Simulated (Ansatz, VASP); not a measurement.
**One calculation of TaO, two programs**

```xyz
2
Lattice="3.0661 0.0000 0.0000 -1.5331 2.6553 0.0000 0.0000 0.0000 3.8550" Properties=species:S:1:pos:R:3 pbc="T T T"
Ta    0.0000    0.0000    1.9275
O     0.0000    0.0000    0.0000
```

Alike in both runs: functional PBE; k mesh 21 × 21 × 14; occupations gaussian, width 0.1 eV; no spin polarisation.

Ansatz relaxed the structure, and its values are those at the end. VASP's run is a single point on that final structure, the one shown.

|  | VASP | Ansatz |
| --- | --- | --- |
| version | VASP 6.6.1 | Ansatz 0.2.0 |
| potentials or method | VASP PAW PBE potentials, release 64 (Ta_sv_GW, O), cutoff 600 eV | scalar-relativistic, plane waves, PAW |
| valence electrons in the cell | 19 | 19 |

Ansatz gave:

- gap on the k mesh at the Fermi level (eV): none
- pressure (GPa): 0.0

What did VASP give for the same quantities?

gap on the k mesh at the Fermi level (eV): none; pressure (GPa): -0.1.

A gap of «none» marks a metal or a gap that the smearing closes.

Spin-orbit coupling is off throughout.
